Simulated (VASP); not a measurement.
Here is a VASP 6.6.1 calculation.

The input INCAR:

```
PREC = Accurate
ENCUT = 520
EDIFF = 1E-6
ISMEAR = 0
SIGMA = 0.1
LREAL = False
LASPH = True
NELM = 60
ALGO = Normal
ISIF = 2
LWAVE = False
LCHARG = True
LELF = True
LVHAR = True
NBANDS = 13
```

Contents of KPOINTS:

```
regular mesh
0
Gamma
  16 16 16
```

Contents of POSCAR:

```
Mo
1.0
   -1.5554689540      1.5554689540      1.5554689540
    1.5554689540     -1.5554689540      1.5554689540
    1.5554689540      1.5554689540     -1.5554689540
Mo
1
Direct
    0.0000000000      0.0000000000      0.0000000000
```

Potentials or basis: VASP PAW LDA potentials, release 64 (Mo_sv).

Run with:

```console
$ cat potpaw_LDA.64/Mo_sv/POTCAR > POTCAR
$ mpirun -np 1 vasp_std > vasp.out
```

(1) Predict the pressure.

(2) Estimate the band gap on the k mesh.

Answers

(1) 1.2 GPa.

(2) zero (band 7 reaches 17.32 eV, above the bottom of band 8 at 11.64 eV).
